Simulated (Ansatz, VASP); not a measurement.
## Mg: VASP beside Ansatz

File INCAR:

```
PREC = Accurate
ENCUT = 520
EDIFF = 1E-6
ISMEAR = 0
SIGMA = 0.15
LREAL = False
LASPH = True
NELM = 80
ALGO = Fast
ISIF = 2
LWAVE = False
LCHARG = True
GGA = PE
LELF = True
LVHAR = True
NBANDS = 7
```

File KPOINTS:

```
Automatic mesh
0
Gamma
  18 18 16
```

File POSCAR:

```
Mg
1.0
    3.1723117925      0.0000000000      0.0000000000
   -1.5861558963      2.7473026010      0.0000000000
    0.0000000000      0.0000000000      3.1666310728
Mg
1
Direct
    0.0000000000      0.0000000000      0.0000000000
```

Input for Ansatz:

```yaml
crystal:
  lattice:
    - [3.1723117925, 0.0, 0.0]
    - [-1.5861558963, 2.747302601, 0.0]
    - [0.0, 0.0, 3.1666310728]
  atoms:
    - { symbol: Mg, position: [0.0, 0.0, 0.0] }
basis:
  ecutwfc: 420
kpoints:
  mp_grid: { grid: [18, 18, 16] }
hamiltonian:
  xc: pbe
scf:
  occupations: { method: gaussian, width: 0.15 }
output:
  forces: true
  stress: true
  eigenvalues: true
```

Change from the starting cell: strain +0.040 along x and y, +0.040 along z, atoms carried along.

Alike in both runs: task single point; functional PBE; k mesh 18 × 18 × 16; occupations gaussian, width 0.15 eV; no spin polarisation.

|  | VASP | Ansatz |
| --- | --- | --- |
| version | VASP 6.6.1 | Ansatz 0.2.0 |
| potentials or method | VASP PAW PBE potentials, release 64 (Mg), cutoff 520 eV | scalar-relativistic, plane waves, PAW |
| valence electrons in the cell | 2 | 10 |

```tsv
	VASP	Ansatz	Ansatz less VASP
gap on the k mesh at the Fermi level (eV)	none	none	-
pressure (GPa)	-1.8	-1.8	+0.08
traceless stress, the component that is largest in VASP (GPa)	0.35	0.33	-0.018
```

A gap of «none» marks a metal or a gap that the smearing closes. With one functional, cell and mesh, what is left measures potentials, basis and numerics. VASP's potentials hold 2 valence electrons a cell and Ansatz's 10, so a difference there can come from the potentials and not from the codes.
